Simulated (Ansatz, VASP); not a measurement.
ReBi: VASP beside Ansatz

The input INCAR:

```
PREC = Accurate
ENCUT = 520
EDIFF = 1E-6
ISMEAR = 0
SIGMA = 0.05
LREAL = F
LASPH = T
NELM = 100
ALGO = Normal
ISIF = 2
LWAVE = F
LCHARG = F
GGA = PS
NBANDS = 18
```

KPOINTS

```
Automatic mesh
0
Gamma
  10 10 10
```

File POSCAR:

```
ReBi
1.0
    0.0000000000      3.1080899533      3.1080899533
    3.1080899533      0.0000000000      3.1080899533
    3.1080899533      3.1080899533      0.0000000000
Re Bi
1 1
Direct
    0.0000000000      0.0000000000      0.0000000000
    0.2500000000      0.2500000000      0.2500000000
```

Input for Ansatz:

```yaml
crystal:
  lattice:
    - [0.0, 3.1080899533, 3.1080899533]
    - [3.1080899533, 0.0, 3.1080899533]
    - [3.1080899533, 3.1080899533, 0.0]
  atoms:
    - { symbol: Re, position: [0.0, 0.0, 0.0] }
    - { symbol: Bi, position: [0.25, 0.25, 0.25] }
basis:
  ecutwfc: 420
  ecutrho_ratio: 4
kpoints:
  mp_grid: { grid: [10, 10, 10] }
hamiltonian:
  xc: pbesol
scf:
  occupations: { method: gaussian, width: 0.05 }
output:
  forces: true
  stress: true
  eigenvalues: true
  write_density: true
  write_potential: true
  elf: true
  volumetric_format: npy
```

Alike in both runs: task single point; functional PBEsol; k mesh 10 × 10 × 10; occupations gaussian, width 0.05 eV; no spin polarisation.

|  | VASP | Ansatz |
| --- | --- | --- |
| version | VASP 6.6.1 | Ansatz 0.2.0 |
| potentials or method | VASP PAW PBE potentials, release 64 (Re, Bi_d), cutoff 520 eV | scalar-relativistic, plane waves, PAW |
| valence electrons in the cell | 22 | 30 |

|  | VASP | Ansatz | Ansatz less VASP |
| --- | --- | --- | --- |
| gap on the k mesh at the Fermi level (eV) | none | none | - |
| pressure (GPa) | -3.3 | -3.3 | -0.01 |

VASP's potentials were made for PBE, not for PBEsol. A gap of «none» marks a metal or a gap that the smearing closes. The functional is the same, so the differences come from potentials, cutoffs and numerics. VASP's potentials hold 22 valence electrons a cell and Ansatz's 30, so a difference there can come from the potentials and not from the codes.

Neither program's run includes spin-orbit coupling.
